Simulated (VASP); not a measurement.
A run of VASP 6.6.1 is set up as follows.

The input INCAR:

```
SYSTEM = Nb
PREC = Accurate
ENCUT = 600
EDIFF = 1E-7
ISMEAR = 0
SIGMA = 0.1
LREAL = .FALSE.
LASPH = .TRUE.
NELM = 60
ALGO = Fast
ISIF = 3
LWAVE = .FALSE.
LCHARG = .FALSE.
GGA = PS
IBRION = 2
NSW = 65
EDIFFG = -0.01
```

Contents of KPOINTS:

```
regular mesh
0
G
  18 18 4
  0 0 0
```

Contents of POSCAR:

```
Nb
1.0
    2.8330000565      0.0000000000      0.0000000000
   -1.4165000282      2.4534500178      0.0000000000
    0.0000000000      0.0000000000     15.5605810241
Nb
6
Direct
    0.0000000000      0.0000000000      0.0000000000
    0.3333333333      0.6666666667      0.1666666667
    0.6666666667      0.3333333333      0.3333333333
    0.0000000000      0.0000000000      0.5000000000
    0.6666666667      0.3333333333      0.6666666667
    0.3333333333      0.6666666667      0.8333333333
```

Potentials or basis: VASP PAW PBE potentials, release 64 (Nb_sv).

Launch:

```bash
$ cat potpaw_PBE.64/Nb_sv/POTCAR > POTCAR
$ mpirun -np 1 vasp_std > vasp.out
```

(1) Predict the relaxed volume.

(2) Predict the space group after relaxing (to 0.1 Å).

(3) What does it give for the relaxed cell?

(4) What does it give for the band gap on the k mesh?

Results:

(1) 18.02 Å³/atom.

(2) P6_3/mmc (No. 194).

(3) a = 2.829 Å, b = 2.829 Å, c = 15.600 Å, α = 90.00°, β = 90.00°, γ = 120.00°.

(4) zero (bands 39 and 40 overlap by 1.47 eV).

Caveat: the PAW data sets were made with another functional, which shifts forces and pressure a little.
